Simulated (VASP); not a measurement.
## BN: single point with r2SCAN

The system is BN.

```xyz
2
Lattice="0.0000 1.8048 1.8048 1.7678 0.0000 1.8048 1.7678 1.8048 0.0000" Properties=species:S:1:pos:R:3 pbc="T T T"
B     0.0000    0.0000    0.0000
N     0.8839    0.9024    0.9024
```

This cell differs from its parent crystal: uniaxial x strain -2.0%.

* Program: VASP 6.6.1
* Task: single point
* Functional: r2SCAN
* Potentials or basis: VASP PAW PBE potentials, release 64 (B, N)
* Cutoff: 520 eV
* k mesh: 12 × 12 × 12
* Occupations: gaussian, width 0.01 eV
* Spin: no spin polarisation
* Dipole correction: no
* Further INCAR settings: ALGO = Normal; EDIFF = 1e-06; NBANDS = 11

```
Pressure               : 9.7 GPa
Band gap on the k mesh : 4.62 eV (least direct gap 9.42 eV)
```

Stress tensor (GPa, compression positive):
```
18.48  0.00  0.00
 0.00  5.24  0.00
 0.00  0.00  5.24
```

Levels at points of the mesh, in eV from the valence-band top:
```csv
k point,band 1,band 2,band 3,band 4,band 5,band 6,band 7,band 8
"(0.00, 0.00, 0.00)",-21.72,-0.20,-0.20,0.00,9.42,9.57,9.57,11.36
"(0.50, 0.00, 0.00)",-17.30,-11.46,-2.37,-2.03,10.80,11.35,11.79,16.55
"(0.50, 0.50, 0.00)",-15.93,-9.73,-5.27,-5.25,5.00,10.00,19.33,19.66
"(0.00, 0.50, 0.50)",-15.68,-9.42,-5.56,-5.56,4.62,9.49,19.56,19.56
```

Run time: 44 s on 1 thread of Intel Xeon 6975P-C, with other jobs on the host, peak memory 0.14 GiB.

Caveat: the cell differs from its parent crystal (uniaxial x strain -2.0%); the stress differs along the axes, from 5 to 18 GPa; the PAW data sets were made with another functional, which shifts forces and pressure a little. A k mesh can miss the band edges.
